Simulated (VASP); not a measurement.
# Ca2Cu5 (F-43m) in VASP: a series of runs

Ca2Cu5 is run at these levels: PBE; tasks: single point.

All numbers are computed with VASP 6.6.1; they aren't measurements. Logs are shortened: lines on timing, memory, paths and dates and some standing lists are left out, and cuts for length are marked.

## Step 1: The cell of the first run

Symmetry: F-43m, No. 216, cubic system. The conventional cell has a = 8.043 Å, b = 8.043 Å, c = 8.043 Å, α = 90.00°, β = 90.00°, γ = 90.00°. Ca (site symmetry -43m) has 4 Cu at 2.14 Å within 2.8 Å. Ca (site symmetry -43m) has 16 Cu at 3.29 to 3.48 Å and 6 Ca at 4.02 Å within 4.3 Å. Cu (site symmetry 3m) has 1 Ca at 2.14 Å and 3 Cu at 2.20 Å within 2.8 Å. Cu (site symmetry -43m) has 12 Cu at 3.43 Å and 8 Ca at 3.48 Å within 4.5 Å.

## Step 2: Single point, PBE

Input file INCAR:

```
SYSTEM = Ca2Cu5
ALGO = Normal
EDIFF = 1E-6
ENCUT = 520
GGA = PE
ISIF = 2
ISMEAR = 0
LASPH = .TRUE.
LCHARG = .FALSE.
LREAL = .FALSE.
LWAVE = .FALSE.
NBANDS = 46
NELM = 80
PREC = Accurate
SIGMA = 0.1
```

Input file KPOINTS:

```
k-points
0
G
  4 4 4
  0 0 0
```

Input file POSCAR:

```
Ca2Cu5
1.0
    0.0000000000      4.0216278800      4.0216278800
    4.0216278800      0.0000000000      4.0216278800
    4.0216278800      4.0216278800      0.0000000000
Ca Cu
2 5
Direct
    0.2500000000      0.2500000000      0.2500000000
    0.7500000000      0.7500000000      0.7500000000
    0.4032540100      0.4032540100      0.4032540100
    0.4032540100      0.4032540100      0.7902379700
    0.4032540100      0.7902379700      0.4032540100
    0.7902379700      0.4032540100      0.4032540100
    0.0000000000      0.0000000000      0.0000000000
```

Potentials or basis: VASP PAW PBE potentials, release 64 (Ca_sv, Cu).

Run with:

```sh
cat potpaw_PBE.64/Ca_sv/POTCAR potpaw_PBE.64/Cu/POTCAR > POTCAR
mpirun -np 1 vasp_std > vasp.out
```

OUTCAR:

```text
SYSTEM = Ca2Cu5
   EDIFF = 1E-6
   ENCUT = 520
   GGA = PE
   ISIF = 2
   ISMEAR = 0
   LASPH = .TRUE.
   LREAL = .FALSE.
   NELM = 80
   PREC = Accurate

 ion  position               nearest neighbor table
   1  0.250  0.250  0.250-   3 2.14   4 2.14   5 2.14   6 2.14
   2  0.750  0.750  0.750-
   3  0.403  0.403  0.403-   1 2.14   4 2.20   5 2.20   6 2.20
   4  0.403  0.403  0.790-   1 2.14   3 2.20   5 2.20   6 2.20
   5  0.403  0.790  0.403-   1 2.14   3 2.20   4 2.20   6 2.20
   6  0.790  0.403  0.403-   1 2.14   3 2.20   4 2.20   5 2.20
   7  0.000  0.000  0.000-

  LATTYP: Found a face centered cubic cell.
 ALAT       =     8.0432557600

  Lattice vectors:

 A1 = (   0.0000000000,   4.0216278800,   4.0216278800)
 A2 = (   4.0216278800,   0.0000000000,   4.0216278800)
 A3 = (   4.0216278800,   4.0216278800,   0.0000000000)

Analysis of symmetry for initial positions (statically):
=====================================================================
 Subroutine PRICEL returns:
 Original cell was already a primitive cell.

 Routine SETGRP: Setting up the symmetry group for a
 face centered cubic supercell.

 Subroutine GETGRP returns: Found 24 space group operations
 (whereof 24 operations were pure point group operations)
 out of a pool of 48 trial point group operations.

The static configuration has the point symmetry T_d .

Analysis of symmetry for dynamics (positions and initial velocities):
=====================================================================
 Subroutine PRICEL returns:
 Original cell was already a primitive cell.

 Routine SETGRP: Setting up the symmetry group for a
 face centered cubic supercell.

 Subroutine GETGRP returns: Found 24 space group operations
 (whereof 24 operations were pure point group operations)
 out of a pool of 48 trial point group operations.

The dynamic configuration has the point symmetry T_d .

 Subroutine INISYM returns: Found 24 space group operations
 (whereof 24 operations are pure point group operations),
 and found     1 'primitive' translations

----------------------------------------------------------------------------------------

                                     Primitive cell

  volume of cell :     130.0875

  direct lattice vectors                    reciprocal lattice vectors
     0.000000000  4.021627880  4.021627880    -0.124327764  0.124327764  0.124327764
     4.021627880  0.000000000  4.021627880     0.124327764 -0.124327764  0.124327764
     4.021627880  4.021627880  0.000000000     0.124327764  0.124327764 -0.124327764

  length of vectors
     5.687440691  5.687440691  5.687440691     0.215342003  0.215342003  0.215342003

  position of ions in fractional coordinates (direct lattice)
     0.250000000  0.250000000  0.250000000
     0.750000000  0.750000000  0.750000000
     0.403254010  0.403254010  0.403254010
     0.403254010  0.403254010  0.790237970
     0.403254010  0.790237970  0.403254010
     0.790237970  0.403254010  0.403254010
     0.000000000  0.000000000  0.000000000

  ion indices of the primitive-cell ions
   primitive index   ion index
                 1           1
                 2           2
                 3           3
                 4           4
                 5           5
                 6           6
                 7           7

----------------------------------------------------------------------------------------

 KPOINTS: k-points

Automatic generation of k-mesh.
 Grid dimensions read from file:
 generate k-points for:    4    4    4

 Generating k-lattice:

  Cartesian coordinates                     Fractional coordinates (reciprocal lattice)
    -0.031081941  0.031081941  0.031081941     0.250000000  0.000000000  0.000000000
     0.031081941 -0.031081941  0.031081941     0.000000000  0.250000000  0.000000000
     0.031081941  0.031081941 -0.031081941     0.000000000  0.000000000  0.250000000

  Length of vectors
     0.053835501  0.053835501  0.053835501

  Shift w.r.t. Gamma in fractional coordinates (k-lattice)
     0.000000000  0.000000000  0.000000000

 Subroutine IBZKPT returns following result:
 ===========================================

 Found      8 irreducible k-points:

 Following reciprocal coordinates:
            Coordinates               Weight
  0.000000  0.000000  0.000000      1.000000
  0.250000  0.000000  0.000000      8.000000
  0.500000  0.000000  0.000000      4.000000
  0.250000  0.250000  0.000000      6.000000
  0.500000  0.250000  0.000000     24.000000
 -0.250000  0.250000  0.000000     12.000000
  0.500000  0.500000  0.000000      3.000000
 -0.250000  0.500000  0.250000      6.000000
   k-points           NKPTS =      8   k-points in BZ     NKDIM =      8   number of bands    NBANDS=     46
   number of dos      NEDOS =    301   number of ions     NIONS =      7
   total plane-waves  NPLWV =  74088
   dimension x,y,z NGX =    42 NGY =   42 NGZ =   42
   dimension x,y,z NGXF=    84 NGYF=   84 NGZF=   84
   ions per type =               2   5
   NGX,Y,Z   is equivalent  to a cutoff of  12.28, 12.28, 12.28 a.u.
   NGXF,Y,Z  is equivalent  to a cutoff of  24.55, 24.55, 24.55 a.u.
 SYSTEM =  Ca2Cu5
   PREC   = accura    normal or accurate (medium, high low for compatibility)
   ISTART =      0    job   : 0-new  1-cont  2-samecut
   ICHARG =      2    charge: 1-file 2-atom 10-const
   ISPIN  =      1    spin polarized calculation?
   LNONCOLLINEAR =      F non collinear calculations
   LSORBIT =      F    spin-orbit coupling
   LASPH  =      T    aspherical Exc in radial PAW
   ENCUT  =  520.0 eV  38.22 Ry    6.18 a.u.  10.57 10.57 10.57*2*pi/ulx,y,z
   NELM   =     80;   NELMIN=  2; NELMDL= -5     # of ELM steps
   EDIFF  = 0.1E-05   stopping-criterion for ELM
   LREAL  =      F    real-space projection
   EDIFFG = 0.1E-04   stopping-criterion for IOM
   NSW    =      0    number of steps for IOM
   IBRION =     -1    ionic relax: 0-MD 1-quasi-New 2-CG
   NFREE  =      0    steps in history (QN), initial steepest desc. (CG)
   ISIF   =      2    stress and relaxation
   ISYM   =      2    0-nonsym 1-usesym 2-fastsym
   POTIM  = 0.5000    time-step for ionic-motion
   TEBEG  =    0.0;   TEEND  =   0.0 temperature during run
   PSTRESS=    0.0 pullay stress
   NELECT =      75.0000    total number of electrons
   NUPDOWN=      -1.0000    fix difference up-down
   EMIN   =  10.00;   EMAX   =-10.00  energy-range for DOS
   EFERMI =   0.00;   METHOD = LEGACY
   ISMEAR =     0;   SIGMA  =   0.10  broadening in eV -4-tet -1-fermi 0-gaus
   EFERMI_NEDOS =   21; number of points for ismear=-14 and -15
   IALGO  =     38    algorithm
   IMIX   =      4    mixing-type and parameters
     AMIX     =   0.40;   BMIX     =  1.00
     AMIX_MAG =   1.60;   BMIX_MAG =  1.00
  volume/ion in A,a.u.               =      18.58       125.41
  Fermi-wavevector in a.u.,A,eV,Ry     =   1.362542  2.574832 25.259514  1.856522
  Thomas-Fermi vector in A             =   2.489023
   LORBIT       =      0    0 simple, 1 ext, 2 COOP (PROOUT), +10 PAW based schemes
   GGA     = PE    functional components
   LHFCALC =     F    Hartree Fock is set to
   AEXX    =    0.0000 exact exchange contribution
   IVDW    =     0    specifies the selected vdW correction
   LEPSILON=     F    determine dielectric tensor
   LRPA    =     F    only Hartree local field effects (RPA)
 non-spin polarized calculation
 Gauss-broadening in eV      SIGMA  =   0.10
  energy-cutoff  :      520.00
  volume of cell :      130.09
 maximum number of plane-waves:      3515
   NGX = 21   NGY = 21   NGZ = 21

 number of electron      75.0000014 magnetization

 Free energy of the ion-electron system (eV)
  ---------------------------------------------------
  ext. energy  EPLUGINS =         0.00000000
  ---------------------------------------------------
  free energy    TOTEN  =       -15.23848246 eV

  energy without entropy =      -15.23102927  energy(sigma->0) =      -15.23475587

 E-fermi :   4.2612     XC(G=0): -10.2680

 val. band max:        4.1941592585   @ k =   0.5000   0.0000   0.0000
 cond. band min:       4.5012337816   @ k =  -0.2500   0.2500   0.0000
 fundamental gap:      0.3070745231
 Fermi energy:         4.2611521476

 k-point     1 :       0.0000    0.0000    0.0000
  band No.  band energies     occupation
      1     -36.6654      2.00000
      2     -36.0623      2.00000
      3     -17.6677      2.00000
      4     -17.6677      2.00000
      5     -17.6677      2.00000
      6     -17.4158      2.00000
[... 38 lines left out ...]
     45       8.6145      0.00000
     46       8.6145      0.00000

 k-point     2 :       0.2500    0.0000    0.0000
  band No.  band energies     occupation
      1     -36.6653      2.00000
      2     -36.0621      2.00000
      3     -17.6676      2.00000
      4     -17.6665      2.00000
      5     -17.6665      2.00000
      6     -17.4203      2.00000
[... 38 lines left out ...]
     45       8.1745      0.00000
     46       8.1745      0.00000

 k-point     3 :       0.5000    0.0000    0.0000
  band No.  band energies     occupation
      1     -36.6653      2.00000
      2     -36.0619      2.00000
      3     -17.6676      2.00000
      4     -17.6652      2.00000
      5     -17.6652      2.00000
      6     -17.4248      2.00000
[... 38 lines left out ...]
     45       7.6367      0.00000
     46       7.6367      0.00000

 k-point     4 :       0.2500    0.2500    0.0000
  band No.  band energies     occupation
      1     -36.6653      2.00000
      2     -36.0620      2.00000
      3     -17.6690      2.00000
      4     -17.6690      2.00000
      5     -17.6665      2.00000
      6     -17.4226      2.00000
[... 38 lines left out ...]
     45       7.7948      0.00000
     46       7.8895      0.00000

 k-point     5 :       0.5000    0.2500    0.0000
  band No.  band energies     occupation
      1     -36.6653      2.00000
      2     -36.0618      2.00000
      3     -17.6706      2.00000
      4     -17.6684      2.00000
      5     -17.6678      2.00000
      6     -17.4218      2.00000
[... 38 lines left out ...]
     45       7.6219      0.00000
     46       8.4214      0.00000

 k-point     6 :      -0.2500    0.2500    0.0000
  band No.  band energies     occupation
      1     -36.6653      2.00000
      2     -36.0619      2.00000
      3     -17.6707      2.00000
      4     -17.6669      2.00000
      5     -17.6653      2.00000
      6     -17.4233      2.00000
[... 38 lines left out ...]
     45       8.0860      0.00000
     46       8.2555      0.00000

 k-point     7 :       0.5000    0.5000    0.0000
  band No.  band energies     occupation
      1     -36.6653      2.00000
      2     -36.0618      2.00000
      3     -17.6747      2.00000
      4     -17.6703      2.00000
      5     -17.6703      2.00000
      6     -17.4193      2.00000
[... 38 lines left out ...]
     45       7.6025      0.00000
     46       9.2021      0.00000

 k-point     8 :      -0.2500    0.5000    0.2500
  band No.  band energies     occupation
      1     -36.6653      2.00000
      2     -36.0618      2.00000
      3     -17.6730      2.00000
      4     -17.6719      2.00000
      5     -17.6658      2.00000
      6     -17.4195      2.00000
[... 38 lines left out ...]
     45       7.6125      0.00000
     46       8.9658      0.00000

------------------------ aborting loop because EDIFF is reached ----------------------------------------

  FORCE on cell =-STRESS in cart. coord.  units (eV):
  Direction    XX          YY          ZZ          XY          YZ          ZX
  --------------------------------------------------------------------------------------
  -------------------------------------------------------------------------------------
  Total       13.0915960     13.0915960     13.0915960      0.0000000      0.0000000      0.0000000
  in kB      161.2380487    161.2380487    161.2380487      0.0000000      0.0000000      0.0000000
  external PRESSURE =     161.2380487 kB  Pullay stress =       0.0000000 kB

 VOLUME and BASIS-vectors are now :
 -----------------------------------------------------------------------------
  energy-cutoff  :      520.00
  volume of cell :      130.09
      direct lattice vectors                 reciprocal lattice vectors
     0.000000000  4.021627880  4.021627880    -0.124327764  0.124327764  0.124327764
     4.021627880  0.000000000  4.021627880     0.124327764 -0.124327764  0.124327764
     4.021627880  4.021627880  0.000000000     0.124327764  0.124327764 -0.124327764

 POSITION                                       TOTAL-FORCE (eV/Angst)
 -----------------------------------------------------------------------------------
      2.01081      2.01081      2.01081        -0.000000      0.000000      0.000000
      6.03244      6.03244      6.03244        -0.000000     -0.000000     -0.000000
      3.24348      3.24348      3.24348         0.057378      0.057378      0.057378
      4.79978      4.79978      3.24348        -0.057378     -0.057378      0.057378
      4.79978      3.24348      4.79978        -0.057378      0.057378     -0.057378
      3.24348      4.79978      4.79978         0.057378     -0.057378     -0.057378
      0.00000      0.00000      0.00000        -0.000000      0.000000      0.000000
 -----------------------------------------------------------------------------------
    total drift:                               -0.000001     -0.000001     -0.000001

  FREE ENERGIE OF THE ION-ELECTRON SYSTEM (eV)
  ---------------------------------------------------
  free  energy   TOTEN  =       -15.2384824560 eV

  energy  without entropy=      -15.2310292744  energy(sigma->0) =      -15.23475587
```

Run time: 1.9 min. Hardware: 1 thread of Intel Xeon Platinum 8259CL at 2.50GHz (Skylake/Cascade Lake), shared host; peak memory 0.26 GiB.

Results:

```yaml
Free_energy: -15.2385 eV
Pressure: 16.1 GPa
Largest_force: 0.099 eV/Å
```

Forces on the atoms (eV/Å):
```
Ca   0.000  0.000  0.000
Ca   0.000  0.000  0.000
Cu   0.057  0.057  0.057
Cu  -0.057 -0.057  0.057
Cu  -0.057  0.057 -0.057
Cu   0.057 -0.057 -0.057
Cu   0.000  0.000  0.000
```

Levels at points of the mesh, in eV from the Fermi level:
| k point | band 34 | band 35 | band 36 | band 37 | band 38 | band 39 | band 40 | band 41 |
| --- | --- | --- | --- | --- | --- | --- | --- | --- |
| (0.00, 0.00, 0.00) | -1.70 | -0.85 | -0.85 | -0.85 | -0.29 | 1.10 | 1.10 | 2.54 |
| (0.50, 0.00, 0.00) | -1.68 | -1.68 | -0.07 | -0.07 | 0.54 | 0.75 | 0.75 | 1.75 |
| (0.50, 0.50, 0.00) | -1.62 | -1.56 | -1.31 | -0.67 | -0.67 | 0.55 | 2.54 | 2.86 |

[end of part 1 of 2]
